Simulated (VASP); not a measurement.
The system is Te.

```
Te
1.0
     4.44693    0.00000    0.00000
    -2.22346    3.85115    0.00000
     0.00000    0.00000    5.91492
Te
3
Cartesian
  1.1962 0.0000 0.9858
  -0.5981 1.0360 4.9291
  1.6254 2.8152 2.9575
```

Base run:

```yaml
Program: VASP 6.6.1
Functional: PBE
Potentials_or_basis: VASP PAW PBE potentials, release 64 (Te)
Cutoff: 520 eV
k_mesh: 9 × 9 × 6
Occupations: gaussian, width 0.01 eV
Spin: no spin polarisation
```

Its results: band gap on the k mesh 0.17 eV, direct; pressure 1.7 GPa; largest force 0.188 eV/Å.

Q: After a change of settings the same cell gave: band gap on the k mesh 0.13 eV, direct; pressure -0.6 GPa; largest force 0.154 eV/Å. Which change was it?
A. functional from PBE to r2SCAN
B. functional from PBE to LDA; potentials or basis from VASP PAW PBE potentials, release 64 (Te) to VASP PAW LDA potentials, release 64 (Te)
C. functional from PBE to PBEsol; further incar settings from ALGO = Normal; EDIFF = 1e-06; NBANDS = 16 to ALGO = Normal; EDIFF = 1e-07; NBANDS = 16

A: C.

Caveats: spin-orbit coupling is left out, which moves the levels of the heavy elements; the PAW data sets were made with another functional, which shifts forces and pressure a little (some runs).
